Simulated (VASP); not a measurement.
Sr, 1 atom in the cell. Symmetry: Fm-3m, No. 225, cubic system. Conventional cell: a = 4.994 Å, b = 4.994 Å, c = 4.994 Å, α = 90.00°, β = 90.00°, γ = 90.00°. Sr (site symmetry m-3m) has 12 Sr at 3.53 Å within 4.6 Å.  This cell differs from its parent crystal: volume scaled by 0.6.

```yaml
Program: VASP 6.6.1
Task: single point
Functional: PBEsol
Potentials_or_basis: VASP PAW PBE potentials, release 64 (Sr_sv)
Cutoff: 520 eV
k_mesh: 11 × 11 × 11
Occupations: fermi-dirac, width 0.05 eV
Spin: no spin polarisation
Dipole_correction: no
Further_INCAR_settings: ALGO = Normal; EDIFF = 1e-06; NBANDS = 11
```

Potentials or basis: VASP PAW PBE potentials, release 64 (Sr_sv).

Run with:

```bash
$ cat potpaw_PBE.64/Sr_sv/POTCAR > POTCAR
$ mpirun -np 1 vasp_std > vasp.out
```

Hardware: 1 thread of Intel(R) Xeon(R) Platinum 8259CL CPU @ 2.50GHz (Skylake/Cascade Lake), on a shared host.

Problem. How long does it take, and how much memory?

Solution. It took 18 s on 1 thread of Intel(R) Xeon(R) Platinum 8259CL CPU @ 2.50GHz (Skylake/Cascade Lake) (shared host), peak memory 0.16 GiB. Counts: scf iterations 11, k points 56.
